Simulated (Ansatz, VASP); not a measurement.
GaCuSe2 in VASP and in Ansatz

```
CELL_PARAMETERS angstrom
1.85043 1.06834 6.04469
-1.85043 1.06834 6.04469
0.00000 -2.13669 6.04469
ATOMIC_POSITIONS crystal
Cu 0.00000 0.00000 0.00000
Ga 0.50000 0.50000 0.50000
Se 0.25165 0.25165 0.25165
Se 0.74835 0.74835 0.74835
```

Alike in both runs: task single point; functional r2SCAN; dispersion rVV10; k mesh 10 × 10 × 10; occupations fermi-dirac, width 0.03 eV; no spin polarisation.

|  | VASP | Ansatz |
| --- | --- | --- |
| version | VASP 6.6.1 | Ansatz 0.2.0 |
| potentials or method | VASP PAW PBE potentials, release 64 (Cu, Ga_d, Se) | plane waves, PAW |
| plane-wave cutoff (eV) | 520 | 500 |
| valence electrons in the cell | 36 | 64 |

|  | VASP | Ansatz | Ansatz less VASP |
| --- | --- | --- | --- |
| pressure (GPa) | 0.3 | 0.0 | -0.26 |
| traceless stress, the component that is largest in VASP (GPa) | -0.06 | -0.03 | +0.028 |
| rms of the force components (eV/Å) | 0.019 | 0.013 | -0.0059 |

VASP's potentials were made for PBE, not for r2SCAN. Atom by atom the forces differ by 0.006 eV/Å (rms over components). VASP's potentials hold 36 valence electrons a cell and Ansatz's 64, so a difference there can come from the potentials and not from the codes.
